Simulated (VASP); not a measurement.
A run of VASP 6.6.1 is set up as follows.

Contents of INCAR:

```
SYSTEM = SnClF
ALGO = Normal ; EDIFF = 1E-6
ENCUT = 520 ; GGA = PS
ISIF = 2 ; ISMEAR = 0
LASPH = .True. ; LCHARG = .False.
LREAL = .False. ; LWAVE = .False.
NBANDS = 37 ; NELM = 100
PREC = Accurate ; SIGMA = 0.01
```

KPOINTS

```
Automatic mesh
0
Gamma
  4 4 3
  0.5 0.5 0.5
```

Contents of POSCAR:

```
SnClF
1.0
    4.0549800000      0.0000000000      0.0000000000
    0.0000000000      4.0549800000      0.0000000000
    0.0000000000      0.0000000000      7.3638700000
Sn Cl F
2 2 2
Direct
    0.0000000000      0.5000000000      0.7963900000
    0.5000000000      0.0000000000      0.2036100000
    0.5000000000      0.0000000000      0.6506300000
    0.0000000000      0.5000000000      0.3493700000
    0.5000000000      0.5000000000      0.0000000000
    0.0000000000      0.0000000000      0.0000000000
```

Potentials or basis: VASP PAW PBE potentials, release 64 (Sn_d, Cl, F).

Run with:

```console
$ cat potpaw_PBE.64/Sn_d/POTCAR potpaw_PBE.64/Cl/POTCAR potpaw_PBE.64/F/POTCAR > POTCAR
$ mpirun -np 1 vasp_std > vasp.out
```

Question: Predict the pressure.

Answer: -3.5 GPa.

Question: Predict the largest force.

Answer: 0.187 eV/Å.

Stress tensor (GPa, compression positive):
```
-3.63  0.00  0.00
 0.00 -3.63  0.00
 0.00  0.00 -3.14
```

Caveat: the PAW data sets were made with another functional, which shifts forces and pressure a little.
